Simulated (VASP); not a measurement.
Here is a VASP 6.6.1 calculation.

File INCAR:

```
PREC = Accurate
ENCUT = 520
EDIFF = 1E-7
ISMEAR = -1
SIGMA = 0.05
LREAL = False
LASPH = True
NELM = 150
ALGO = Normal
ISIF = 2
LWAVE = False
LCHARG = True
MAGMOM = 0 0 0
LORBIT = 11
LSORBIT = True
GGA_COMPAT = False
LORBMOM = True
LMAXMIX = 4
GGA = PE
LVHAR = True
NBANDS = 18
```

KPOINTS

```
regular mesh
0
Gamma
  18 18 18
```

Contents of POSCAR:

```
Re
1.0
    0.0000000000      1.9586116999      1.9586116999
    1.9586116999      0.0000000000      1.9586116999
    1.9586116999      1.9586116999      0.0000000000
Re
1
Direct
    0.0000000000      0.0000000000      0.0000000000
```

Potentials or basis: VASP PAW PBE potentials, release 64 (Re).

Command:

```bash
$ cat potpaw_PBE.64/Re/POTCAR > POTCAR
$ mpirun -np 1 vasp_ncl > vasp.out
```

(1) Estimate the net moment.

(2) Predict the pressure.

Answers

(1) 0.00 μB per cell.

(2) -0.4 GPa.
